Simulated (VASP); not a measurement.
# BAs (Pmmm) in VASP: further runs

The runs below take BAs through single point, with r2SCANh, r2SCAN50.

Program: VASP 6.6.1. These are calculated values, not measurements. Logs are shortened: lines on timing, memory, paths and dates and some standing lists are left out, and cuts for length are marked.

## 1. The cell of the first run

The structure is orthorhombic, space group Pmmm (No. 47). The conventional cell has a = 2.128 Å, b = 3.174 Å, c = 4.951 Å, α = 90.00°, β = 90.00°, γ = 90.00°. Within 2.8 Å of B (site symmetry mmm) lie 2 B at 2.13 Å and 4 As at 2.69 Å. Within 2.8 Å of As (site symmetry mmm) lie 2 As at 2.13 Å and 4 B at 2.69 Å.

## 2. Single point, r2SCANh

Input file POSCAR:

```
BAs
1.0
    2.1275493300      0.0000000000      0.0000000000
    0.0000000000      3.1740629400      0.0000000000
    0.0000000000      0.0000000000      4.9509801800
B As
1 1
Direct
    0.0000000000      0.5000000000      0.0000000000
    0.5000000000      0.5000000000      0.5000000000
```

Input file INCAR.step1:

```
SYSTEM = BAs
ALGO = Normal
EDIFF = 1E-5
ENCUT = 520
GGA = PE
ISIF = 2
ISMEAR = -1
LASPH = .TRUE.
LCHARG = .FALSE.
LREAL = .FALSE.
LWAVE = .TRUE.
NBANDS = 11
NELM = 60
PREC = Accurate
SIGMA = 0.05
```

Input file INCAR.step2:

```
SYSTEM = BAs
AEXX = 0.1
ALGO = Normal
EDIFF = 1E-6
ENCUT = 520
ISIF = 2
ISMEAR = -1
ISTART = 1
LASPH = .TRUE.
LCHARG = .FALSE.
LHFCALC = .TRUE.
LMIXTAU = .TRUE.
LREAL = .FALSE.
LWAVE = .FALSE.
METAGGA = R2SCAN
NBANDS = 11
NELM = 60
PREC = Accurate
PRECFOCK = Normal
SIGMA = 0.05
```

Input file KPOINTS:

```
k-points
0
G
  6 4 3
  0 0 0
```

Potentials or basis: VASP PAW PBE potentials, release 64 (B, As).

The run is started by

```bash
cat potpaw_PBE.64/B/POTCAR potpaw_PBE.64/As/POTCAR > POTCAR
cp INCAR.step1 INCAR
mpirun -np 1 vasp_std > vasp.out
cp INCAR.step2 INCAR
mpirun -np 1 vasp_std > vasp.out
```

OUTCAR:

```text
SYSTEM = BAs
   AEXX = 0.1
   EDIFF = 1E-6
   ENCUT = 520
   ISIF = 2
   ISMEAR = -1
   ISTART = 1
   LASPH = .TRUE.
   LHFCALC = .TRUE.
   LREAL = .FALSE.
   METAGGA = R2SCAN
   NELM = 60
   PREC = Accurate
   PRECFOCK = Normal

 ion  position               nearest neighbor table
   1  0.000  0.500  0.000-
   2  0.500  0.500  0.500-

  LATTYP: Found a simple orthorhombic cell.
 ALAT       =     2.1275493300
 B/A-ratio  =     1.4918868838
 C/A-ratio  =     2.3270812621

  Lattice vectors:

 A1 = (   2.1275493300,   0.0000000000,   0.0000000000)
 A2 = (   0.0000000000,   3.1740629400,   0.0000000000)
 A3 = (   0.0000000000,   0.0000000000,   4.9509801800)

Analysis of symmetry for initial positions (statically):
=====================================================================
 Subroutine PRICEL returns:
 Original cell was already a primitive cell.

 Routine SETGRP: Setting up the symmetry group for a
 simple orthorhombic supercell.

 Subroutine GETGRP returns: Found  8 space group operations
 (whereof  8 operations were pure point group operations)
 out of a pool of  8 trial point group operations.

The static configuration has the point symmetry D_2h.

Analysis of symmetry for dynamics (positions and initial velocities):
=====================================================================
 Subroutine PRICEL returns:
 Original cell was already a primitive cell.

 Routine SETGRP: Setting up the symmetry group for a
 simple orthorhombic supercell.

 Subroutine GETGRP returns: Found  8 space group operations
 (whereof  8 operations were pure point group operations)
 out of a pool of  8 trial point group operations.

The dynamic configuration has the point symmetry D_2h.

 Subroutine INISYM returns: Found  8 space group operations
 (whereof  8 operations are pure point group operations),
 and found     1 'primitive' translations

----------------------------------------------------------------------------------------

                                     Primitive cell

  volume of cell :      33.4338

  direct lattice vectors                    reciprocal lattice vectors
     2.127549330  0.000000000  0.000000000     0.470024354  0.000000000  0.000000000
     0.000000000  3.174062940  0.000000000     0.000000000  0.315053614  0.000000000
     0.000000000  0.000000000  4.950980180     0.000000000  0.000000000  0.201980207

  length of vectors
     2.127549330  3.174062940  4.950980180     0.470024354  0.315053614  0.201980207

  position of ions in fractional coordinates (direct lattice)
     0.000000000  0.500000000  0.000000000
     0.500000000  0.500000000  0.500000000

  ion indices of the primitive-cell ions
   primitive index   ion index
                 1           1
                 2           2

----------------------------------------------------------------------------------------

 KPOINTS: k-points

Automatic generation of k-mesh.
 Grid dimensions read from file:
 generate k-points for:    6    4    3

 Generating k-lattice:

  Cartesian coordinates                     Fractional coordinates (reciprocal lattice)
     0.078337392  0.000000000  0.000000000     0.166666667  0.000000000  0.000000000
     0.000000000  0.078763403  0.000000000     0.000000000  0.250000000  0.000000000
     0.000000000  0.000000000  0.067326736     0.000000000  0.000000000  0.333333333

  Length of vectors
     0.078337392  0.078763403  0.067326736

  Shift w.r.t. Gamma in fractional coordinates (k-lattice)
     0.000000000  0.000000000  0.000000000

 Subroutine IBZKPT returns following result:
 ===========================================

 Found     24 irreducible k-points:

 Following reciprocal coordinates:
            Coordinates               Weight
  0.000000  0.000000  0.000000      1.000000
  0.166667  0.000000  0.000000      2.000000
  0.333333  0.000000  0.000000      2.000000
  0.500000  0.000000  0.000000      1.000000
  0.000000  0.250000  0.000000      2.000000
  0.166667  0.250000  0.000000      4.000000
[... 16 lines left out ...]
  0.333333  0.500000  0.333333      4.000000
  0.500000  0.500000  0.333333      2.000000
   k-points           NKPTS =     24   k-points in BZ     NKDIM =     72   number of bands    NBANDS=     11
   number of dos      NEDOS =    301   number of ions     NIONS =      2
   total plane-waves  NPLWV =  15360
   dimension x,y,z NGX =    16 NGY =   24 NGZ =   40
   dimension x,y,z NGXF=    32 NGYF=   48 NGZF=   80
   ions per type =               1   1
   NGX,Y,Z   is equivalent  to a cutoff of  12.50, 12.57, 13.43 a.u.
   NGXF,Y,Z  is equivalent  to a cutoff of  25.00, 25.14, 26.86 a.u.
 SYSTEM =  BAs
   PREC   = accura    normal or accurate (medium, high low for compatibility)
   ISTART =      1    job   : 0-new  1-cont  2-samecut
   ICHARG =      0    charge: 1-file 2-atom 10-const
   ISPIN  =      1    spin polarized calculation?
   LNONCOLLINEAR =      F non collinear calculations
   LSORBIT =      F    spin-orbit coupling
   LASPH  =      T    aspherical Exc in radial PAW
   ENCUT  =  520.0 eV  38.22 Ry    6.18 a.u.   3.96  5.90  9.21*2*pi/ulx,y,z
   NELM   =     60;   NELMIN=  2; NELMDL=  0     # of ELM steps
   EDIFF  = 0.1E-05   stopping-criterion for ELM
   LREAL  =      F    real-space projection
   EDIFFG = 0.1E-04   stopping-criterion for IOM
   NSW    =      0    number of steps for IOM
   IBRION =     -1    ionic relax: 0-MD 1-quasi-New 2-CG
   NFREE  =      0    steps in history (QN), initial steepest desc. (CG)
   ISIF   =      2    stress and relaxation
   ISYM   =      3    0-nonsym 1-usesym 2-fastsym
   POTIM  = 0.5000    time-step for ionic-motion
   TEBEG  =    0.0;   TEEND  =   0.0 temperature during run
   PSTRESS=    0.0 pullay stress
   NELECT =       8.0000    total number of electrons
   NUPDOWN=      -1.0000    fix difference up-down
   EMIN   =  10.00;   EMAX   =-10.00  energy-range for DOS
   EFERMI =   0.00;   METHOD = LEGACY
   ISMEAR =    -1;   SIGMA  =   0.05  broadening in eV -4-tet -1-fermi 0-gaus
   EFERMI_NEDOS =   21; number of points for ismear=-14 and -15
   IALGO  =     38    algorithm
   IMIX   =      1    mixing-type and parameters
     AMIX     =   0.40;   BMIX     =  1.00
     AMIX_MAG =   1.60;   BMIX_MAG =  1.00
  volume/ion in A,a.u.               =      16.72       112.81
  Fermi-wavevector in a.u.,A,eV,Ry     =   1.016349  1.920620 14.054336  1.032965
  Thomas-Fermi vector in A             =   2.149687
   LORBIT       =      0    0 simple, 1 ext, 2 COOP (PROOUT), +10 PAW based schemes
   METAGGA = R2SCAN    functional components
   LHFCALC =     T    Hartree Fock is set to
   PRECFOCK=normal    Normal, Fast or Accurate (Low or Medium for compatibility)
   ENCUT4O =  -1.0   cutoff for four orbital integrals eV
   NKREDX  =     1    reduce k-point grid by
   NKREDY  =     1    reduce k-point grid by
   NKREDZ  =     1    reduce k-point grid by
   AEXX    =    0.1000 exact exchange contribution
   HFSCREEN=    0.0000 screening length (either q_TF or 0.3 A-1)
   HFSCREENC=   0.0000 screening length for correlation (either q_TF or 0.3 A-1)
   ENCUTFOCK=  -1.0 apply spherical cutoff to Coloumb kernel
   IVDW    =     0    specifies the selected vdW correction
   LEPSILON=     F    determine dielectric tensor
   LRPA    =     F    only Hartree local field effects (RPA)
 non-spin polarized calculation
  energy-cutoff  :      520.00
  volume of cell :       33.43
 maximum number of plane-waves:       928
 NGX is ok and might be reduce to    16
  NGX = 12; NGY = 18; NGZ = 28

 number of electron       8.0000000 magnetization

 Free energy of the ion-electron system (eV)
  ---------------------------------------------------
  ext. energy  EPLUGINS =         0.00000000
  ---------------------------------------------------
  free energy    TOTEN  =       -17.39650584 eV

  energy without entropy =      -17.39300133  energy(sigma->0) =      -17.39475358

 E-fermi :   4.4748     XC(G=0):  -9.5409

 val. band max:        4.3451850381   @ k =   0.3333   0.0000   0.3333
 cond. band min:       4.6574734626   @ k =   0.3333   0.2500   0.3333
 fundamental gap:      0.3122884245
 Fermi energy:         4.4747924510

 k-point     1 :       0.0000    0.0000    0.0000
  band No.  band energies     occupation
      1     -12.8488      2.00000
      2      -4.6078      2.00000
      3      -3.1475      2.00000
      4       3.0503      2.00000
      5       7.5762      0.00000
      6      10.1000      0.00000
      7      10.7356      0.00000
      8      16.4001      0.00000
      9      16.5538      0.00000
     10      17.1608      0.00000
     11      17.4736      0.00000

 k-point     2 :       0.1667    0.0000    0.0000
  band No.  band energies     occupation
      1     -11.8791      2.00000
      2      -3.8278      2.00000
      3      -2.1097      2.00000
      4       4.1498      1.99700
      5       8.3852      0.00000
      6      10.3792      0.00000
      7      11.3305      0.00000
      8      12.0229      0.00000
      9      14.9618      0.00000
     10      17.3234      0.00000
     11      17.9307      0.00000

 k-point     3 :       0.3333    0.0000    0.0000
  band No.  band energies     occupation
      1      -8.9415      2.00000
      2      -1.5535      2.00000
      3       0.9622      2.00000
      4       3.1274      2.00000
      5       7.3738      0.00000
      6       8.0740      0.00000
      7      10.4077      0.00000
      8      11.0445      0.00000
      9      14.4094      0.00000
     10      17.6851      0.00000
     11      19.9856      0.00000
[... 267 lines left out ...]
 k-point    23 :       0.3333    0.5000    0.3333
  band No.  band energies     occupation
      1      -7.5752      2.00000
      2      -1.9737      2.00000
      3       1.2484      2.00000
      4       4.8890      0.00051
      5       5.1324      0.00000
      6       5.7201      0.00000
      7       8.2385      0.00000
      8      10.1084      0.00000
      9      13.9368      0.00000
     10      15.1202      0.00000
     11      18.0978      0.00000

 k-point    24 :       0.5000    0.5000    0.3333
  band No.  band energies     occupation
      1      -3.4990      2.00000
      2      -1.4704      2.00000
      3       1.1044      2.00000
      4       3.6851      2.00000
      5       4.9260      0.00024
      6       7.2358      0.00000
      7       9.0736      0.00000
      8       9.4180      0.00000
      9       9.9590      0.00000
     10      13.1554      0.00000
     11      16.8261      0.00000

------------------------ aborting loop because EDIFF is reached ----------------------------------------

  FORCE on cell =-STRESS in cart. coord.  units (eV):
  Direction    XX          YY          ZZ          XY          YZ          ZX
  --------------------------------------------------------------------------------------
  -------------------------------------------------------------------------------------
  Total        7.0348004     -1.7280674     -1.3195455      0.0000000      0.0000000      0.0000000
  in kB      337.1133872    -82.8104053    -63.2336988      0.0000000      0.0000000      0.0000000
  external PRESSURE =      63.6897610 kB  Pullay stress =       0.0000000 kB

 VOLUME and BASIS-vectors are now :
 -----------------------------------------------------------------------------
  energy-cutoff  :      520.00
  volume of cell :       33.43
      direct lattice vectors                 reciprocal lattice vectors
     2.127549330  0.000000000  0.000000000     0.470024354  0.000000000  0.000000000
     0.000000000  3.174062940  0.000000000     0.000000000  0.315053614  0.000000000
     0.000000000  0.000000000  4.950980180     0.000000000  0.000000000  0.201980207

 POSITION                                       TOTAL-FORCE (eV/Angst)
 -----------------------------------------------------------------------------------
      0.00000      1.58703      0.00000         0.000000      0.000000      0.000000
      1.06377      1.58703      2.47549         0.000000      0.000000      0.000000
 -----------------------------------------------------------------------------------
    total drift:                                0.000001      0.000000     -0.000000

  FREE ENERGIE OF THE ION-ELECTRON SYSTEM (eV)
  ---------------------------------------------------
  free  energy   TOTEN  =       -17.3965058371 eV

  energy  without entropy=      -17.3930013285  energy(sigma->0) =      -17.39475358
```

Run time: 2 min. Hardware: 1 thread of Intel Xeon Platinum 8488C (Sapphire Rapids), shared host; peak memory 0.16 GiB.

Results:

```
Free energy            : -17.3965 eV
Pressure               : 6.4 GPa
Band gap on the k mesh : zero (bands 4 and 5 overlap by 3.12 eV)
```

Caveat: the k points lie up to 0.49 Å⁻¹ apart, too coarse for converged energies and pressures of a metal; the PAW data sets were made with another functional, which shifts forces and pressure a little.

## 3. Single point, r2SCAN50

POSCAR is that of step 2.

Input file INCAR.step1:

```
SYSTEM = BAs
ALGO = Normal ; EDIFF = 1E-5
ENCUT = 520 ; GGA = PE
ISIF = 2 ; ISMEAR = -1
LASPH = .TRUE. ; LCHARG = .FALSE.
LREAL = .FALSE. ; LWAVE = .TRUE.
NBANDS = 11 ; NELM = 80
PREC = Accurate ; SIGMA = 0.05
```

Input file INCAR.step2:

```
SYSTEM = BAs
AEXX = 0.5 ; ALGO = Normal
EDIFF = 1E-6 ; ENCUT = 520
ISIF = 2 ; ISMEAR = -1
ISTART = 1 ; LASPH = .TRUE.
LCHARG = .FALSE. ; LHFCALC = .TRUE.
LMIXTAU = .TRUE. ; LREAL = .FALSE.
LWAVE = .FALSE. ; METAGGA = R2SCAN
NBANDS = 11 ; NELM = 80
PREC = Accurate ; PRECFOCK = Normal
SIGMA = 0.05
```

KPOINTS is that of step 2.

Potentials or basis: VASP PAW PBE potentials, release 64 (B, As).

The run is started by

```bash
cat potpaw_PBE.64/B/POTCAR potpaw_PBE.64/As/POTCAR > POTCAR
cp INCAR.step1 INCAR
mpirun -np 1 vasp_std > vasp.out
cp INCAR.step2 INCAR
mpirun -np 1 vasp_std > vasp.out
```

It took 2.2 min on 1 thread of Intel Xeon Platinum 8488C (Sapphire Rapids), shared host; peak memory 0.16 GiB.

The run converged. Its results:

* Free energy: -17.1537 eV
* Pressure: 2.9 GPa
* Band gap on the k mesh: zero (bands 4 and 5 overlap by 4.91 eV)

Stress tensor (GPa, compression positive):
```
 28.47   0.00   0.00
  0.00 -11.50   0.00
  0.00   0.00  -8.20
```

Levels at points of the mesh, in eV from the Fermi level:
```
           k point  band 1  band 2  band 3  band 4  band 5  band 6  band 7  band 8  band 9
(0.00, 0.00, 0.00)  -20.59  -11.57   -9.67   -2.42    4.65    6.52    8.05   13.23   13.27
(0.50, 0.00, 0.00)  -10.97  -10.07   -3.85   -2.16    2.30    2.53    8.10    8.41   13.97
(0.00, 0.50, 0.00)  -19.14   -9.84   -9.75   -8.39   -2.91    4.76    8.70   15.08   16.49
(0.50, 0.50, 0.00)   -9.89   -8.00   -2.65    1.01    1.07    3.49    3.60    3.67    7.93
```

Caveat: the k points lie up to 0.49 Å⁻¹ apart, too coarse for converged energies and pressures of a metal; the PAW data sets were made with another functional, which shifts forces and pressure a little.

The gap in the log of VASP goes by the Fermi energy; the results here count the filled bands.